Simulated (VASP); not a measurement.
Wanted: the native input for a VASP 6.6.1 run.

* Task: single point
* Functional: r2SCAN
* Potentials or basis: VASP PAW PBE potentials, release 64 (Os)
* Cutoff: 520 eV
* k mesh: 10 × 10 × 13
* Occupations: fermi-dirac, width 0.1 eV
* Spin: no spin polarisation
* Dipole correction: no
* Further INCAR settings: ALGO = Normal; EDIFF = 1e-07; NBANDS = 19

Os:

```
CELL_PARAMETERS angstrom
4.40756 0.00000 0.00000
-2.20378 3.81706 0.00000
0.00000 0.00000 2.77471
ATOMIC_POSITIONS crystal
Os 0.00000 0.00000 0.00000
Os 0.33333 0.66667 0.50000
Os 0.66667 0.33333 0.50000
```

This isn't the form of Os at room conditions, which is hcp.

These files were run (other wordings do the same):

POSCAR

```
Os
1.0
    4.4075563543      0.0000000000      0.0000000000
   -2.2037781772      3.8170557714      0.0000000000
    0.0000000000      0.0000000000      2.7747138281
Os
3
Direct
    1.0000000000      1.0000000000      1.0000000000
    0.3333333333      0.6666666667      0.5000000000
    0.6666666667      0.3333333333      0.5000000000
```

INCAR.step1

```
ALGO = Normal ; EDIFF = 1E-4
ENCUT = 520 ; GGA = PE
ISMEAR = -1 ; LASPH = True
LCHARG = False ; LREAL = False
LWAVE = True ; NBANDS = 19
NELM = 100 ; PREC = Accurate
SIGMA = 0.1
```

INCAR.step2

```
ALGO = Normal ; EDIFF = 1E-7
ENCUT = 520 ; ISIF = 2
ISMEAR = -1 ; ISTART = 1
LASPH = True ; LCHARG = True
LELF = True ; LMIXTAU = True
LREAL = False ; LVHAR = True
LWAVE = False ; METAGGA = R2SCAN
NBANDS = 19 ; NELM = 100
PREC = Accurate ; SIGMA = 0.1
```

KPOINTS

```
k-points
0
Gamma
  10 10 13
```

Potentials or basis: VASP PAW PBE potentials, release 64 (Os).

The run is started by

```sh
$ cat potpaw_PBE.64/Os/POTCAR > POTCAR
$ cp INCAR.step1 INCAR
$ mpirun -np 1 vasp_std > vasp.out
$ cp INCAR.step2 INCAR
$ mpirun -np 1 vasp_std > vasp.out
```

Results of the run:

```yaml
Pressure: -25.5 GPa
Band_gap_on_the_k_mesh: zero (bands 12 and 13 overlap by 2.34 eV)
```

Caveat: the cell stands under tension; the PAW data sets were made with another functional, which shifts forces and pressure a little; spin-orbit coupling is left out, which moves the levels of the heavy elements.

Wall time 6.3 min on 1 thread of Oxide Virtual Turin-like Processor, with other jobs on the host, peak memory 0.19 GiB.
